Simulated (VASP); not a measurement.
## Ag3SnSe: single point with PBE

Crystal: Ag3SnSe.

```
Ag Sn Se
1.0
     5.07654    0.00000    0.00000
     0.00000    5.07654    0.00000
     0.00000    0.00000    5.07654
Ag Sn Se
3 1 1
Direct
  0.50000 0.00000 0.00000
  0.00000 0.50000 0.00000
  0.00000 0.00000 0.50000
  0.50000 0.50000 0.50000
  0.00000 0.00000 0.00000
```

```
Program             : VASP 6.6.1
Task                : single point
Functional          : PBE
Potentials or basis : VASP PAW PBE potentials, release 64 (Ag, Sn_d, Se)
Cutoff              : 520 eV
k mesh              : 8 × 8 × 8
Occupations         : gaussian, width 0.1 eV
Spin                : no spin polarisation
```

```
Pressure : 0.0 GPa
```

Levels at points of the mesh, in eV from the Fermi level:
```tsv
k point	band 24	band 25	band 26	band 27	band 28	band 29
(0.00, 0.00, 0.00)	-3.96	-3.44	0.27	0.27	0.27	0.48
(0.50, 0.00, 0.00)	-3.02	-2.62	-1.93	0.51	0.51	1.25
(0.50, 0.50, 0.00)	-3.24	-2.38	-0.05	0.66	0.66	1.34
(0.50, 0.50, 0.50)	-2.21	-2.21	-1.88	-1.88	-1.88	4.58
```

It took 88 s on 1 thread of Intel(R) Xeon(R) Platinum 8124M CPU @ 3.00GHz (Skylake/Cascade Lake), with other jobs on the host, peak memory 0.34 GiB.

Caveat: spin-orbit coupling is left out, which moves the levels of the heavy elements.
